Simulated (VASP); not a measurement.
A run of VASP 6.6.1 is set up as follows.

The input POSCAR:

```
BeTe
1.0
    2.7989277576      2.7989277576      0.0000000000
   -2.7989277576      2.7989277576      0.0000000000
    0.0000000000      2.7989277576      2.7989277576
Be Te
1 1
Direct
    0.0000000000      0.0000000000      0.0000000000
    0.7500000000      0.2500000000      0.5000000000
```

Contents of INCAR.step1:

```
PREC     = Accurate       # precision mode
ENCUT    = 520            # plane-wave cutoff, eV
ISMEAR   = 0              # smearing method
SIGMA    = 0.01           # smearing width, eV
LREAL    = False          # projectors in reciprocal space
LASPH    = True           # aspherical terms in the spheres
NELM     = 60             # most SCF steps
NBANDS   = 11             # bands
GGA      = PE             # functional
ALGO     = Normal         # electronic algorithm
EDIFF    = 1E-4           # SCF threshold, eV
LWAVE    = True           # write WAVECAR
LCHARG   = False          # write CHGCAR
```

INCAR.step2

```
PREC     = Accurate       # precision mode
ENCUT    = 520            # plane-wave cutoff, eV
EDIFF    = 1E-7           # SCF threshold, eV
ISMEAR   = 0              # smearing method
SIGMA    = 0.01           # smearing width, eV
LREAL    = False          # projectors in reciprocal space
LASPH    = True           # aspherical terms in the spheres
NELM     = 60             # most SCF steps
ALGO     = Normal         # electronic algorithm
ISIF     = 2              # what is computed and relaxed
LWAVE    = False          # write WAVECAR
LCHARG   = False          # write CHGCAR
METAGGA  = R2SCAN         # meta-GGA
LMIXTAU  = True         
NBANDS   = 11             # bands
ISTART   = 1
```

KPOINTS

```
regular mesh
0
Gamma
  8 8 8
```

Potentials or basis: VASP PAW PBE potentials, release 64 (Be, Te).

Launch:

```bash
$ cat potpaw_PBE.64/Be/POTCAR potpaw_PBE.64/Te/POTCAR > POTCAR
$ cp INCAR.step1 INCAR
$ mpirun -np 1 vasp_std > vasp.out
$ cp INCAR.step2 INCAR
$ mpirun -np 1 vasp_std > vasp.out
```

(1) Predict the band gap on the k mesh.

(2) Predict the pressure.

Answers

(1) 2.29 eV, indirect (least direct gap 4.00 eV).

(2) 2.2 GPa.

Caveat: the PAW data sets were made with another functional, which shifts forces and pressure a little; spin-orbit coupling is left out, which moves the levels of the heavy elements.
